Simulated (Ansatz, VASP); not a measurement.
# Pb: VASP beside Ansatz

INCAR

```
PREC = Accurate
ENCUT = 500
EDIFF = 1E-7
ISMEAR = 0
SIGMA = 0.1
LREAL = False
LASPH = True
NELM = 120
ALGO = Normal
ISIF = 3
LWAVE = False
LCHARG = False
GGA = PS
IBRION = 2
NSW = 80
EDIFFG = -0.05
GGA_COMPAT = False
NELMIN = 4
```

File KPOINTS:

```
regular mesh
0
Gamma
  8 8 8
```

File POSCAR:

```
Pb
1.0
    0.0000000000      1.9610803102      1.9610803102
    1.9610803102      0.0000000000      1.9610803102
    1.9610803102      1.9610803102      0.0000000000
Pb
1
Direct
    0.0000000000      0.0000000000      0.0000000000
```

Input for Ansatz:

```yaml
crystal:
  lattice:
    - [0.0, 1.9610803102, 1.9610803102]
    - [1.9610803102, 0.0, 1.9610803102]
    - [1.9610803102, 1.9610803102, 0.0]
  atoms:
    - { symbol: Pb, position: [0.0, 0.0, 0.0] }
basis:
  ecutwfc: 420
kpoints:
  mp_grid: { grid: [8, 8, 8] }
hamiltonian:
  xc: pbesol
scf:
  occupations: { method: gaussian, width: 0.1 }
output:
  forces: true
  stress: true
  eigenvalues: true
relax:
  adjacent_minimum: "off"
  f_tol: 0.05
  max_steps: 60
  cell: { stress_tol: 0.5 }
```

Alike in both runs: task relaxation of cell and atoms; functional PBEsol; k mesh 8 × 8 × 8; occupations gaussian, width 0.1 eV; no spin polarisation.

|  | VASP | Ansatz |
| --- | --- | --- |
| version | VASP 6.6.1 | Ansatz 0.2.0 |
| potentials or method | VASP PAW PBE potentials, release 64 (Pb_d), cutoff 500 eV | scalar-relativistic, plane waves, PAW |
| valence electrons in the cell | 14 | 14 |

Ansatz gave:

```
gap on the k mesh at the Fermi level, each at its own relaxed structure (eV) : none
relaxed volume (Å³/atom)                                                     : 30.12
relaxed cell length with the largest relative difference (Å)                 : 3.492
```

Problem. Which values does VASP return?

Solution. gap on the k mesh at the Fermi level, each at its own relaxed structure (eV): none; relaxed volume (Å³/atom): 29.59; relaxed cell length with the largest relative difference (Å): 3.472.

VASP's potentials were made for PBE, not for PBEsol. A gap of «none» marks a metal or a gap that the smearing closes.

Spin-orbit coupling is off throughout. Noted on VASP's run: the volume moved by over 15 % at a fixed basis, so the end points are rough.
